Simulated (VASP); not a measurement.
Wanted: the native input for a VASP 6.6.1 run.

```yaml
Task: single point
Functional: PBEsol
Potentials_or_basis: VASP PAW PBE potentials, release 64 (Al, N)
Cutoff: 520 eV
k_mesh: 9 × 9 × 6
Occupations: gaussian, width 0.05 eV
Spin: no spin polarisation
Dipole_correction: no
Further_INCAR_settings: ALGO = Normal; EDIFF = 1e-06; NBANDS = 16
```

The structure of AlN lies in POSCAR:

```
AlN
1.0
    3.3411000000      0.0000000000      0.0000000000
   -1.6705500000      2.8934774766      0.0000000000
    0.0000000000      0.0000000000      4.0986000000
Al N
2 2
Direct
    0.3333333333      0.6666666667      0.7500000000
    0.6666666667      0.3333333333      0.2500000000
    0.3333333333      0.6666666667      0.2500000000
    0.6666666667      0.3333333333      0.7500000000
```

The input as run:

INCAR

```
SYSTEM = AlN
PREC = Accurate ; ENCUT = 520
EDIFF = 1E-6 ; ISMEAR = 0
SIGMA = 0.05 ; LREAL = .False.
LASPH = .True. ; NELM = 100
ALGO = Normal ; ISIF = 2
LWAVE = .False. ; LCHARG = .False.
GGA = PS ; NBANDS = 16
```

KPOINTS

```
Automatic mesh
0
Gamma
  9 9 6
  0 0 0
```

Potentials or basis: VASP PAW PBE potentials, release 64 (Al, N).

The run is started by

```sh
$ cat potpaw_PBE.64/Al/POTCAR potpaw_PBE.64/N/POTCAR > POTCAR
$ mpirun -np 1 vasp_std > vasp.out
```

Results of the run:

The pressure is -3.2 GPa and the band gap on the k mesh is 3.30 eV, direct.

Caveat: the PAW data sets were made with another functional, which shifts forces and pressure a little.

It took 13 s on 1 thread of Intel(R) Xeon(R) 6975P-C (Granite Rapids), with other jobs on the host, peak memory 0.16 GiB.
